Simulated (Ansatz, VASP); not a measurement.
## One calculation of GaN, two programs

```
Ga N
1.0
     3.18310    0.00000    0.00000
    -1.59155    2.75664    0.00000
     0.00000    0.00000    5.18358
Ga N
2 2
Direct
  0.66667 0.33333 0.49911
  0.33333 0.66667 0.99911
  0.66667 0.33333 0.87589
  0.33333 0.66667 0.37589
```

Alike in both runs: functional r2SCAN; k mesh 12 × 12 × 6; occupations gaussian, width 0.02 eV; no spin polarisation.

Ansatz relaxed the structure, and its values are those at the end. VASP's run is a single point on that final structure, the one shown.

|  | VASP | Ansatz |
| --- | --- | --- |
| version | VASP 6.6.1 | Ansatz 0.2.0 |
| potentials or method | VASP PAW PBE potentials, release 64 (Ga_d, N), cutoff 520 eV | scalar-relativistic, plane waves, PAW |
| valence electrons in the cell | 36 | 36 |

```csv
,VASP,Ansatz,Ansatz less VASP
gap on the k mesh at the Fermi level (eV),2.34,2.35,+0.007
least direct gap on the mesh (eV),2.34,2.35,+0.007
pressure (GPa),1.1,0.0,-1.08
rms of the force components (eV/Å),0.003,0.000,-0.0030
```

VASP's potentials were made for PBE, not for r2SCAN. The functional is the same, so the differences come from potentials, cutoffs and numerics.
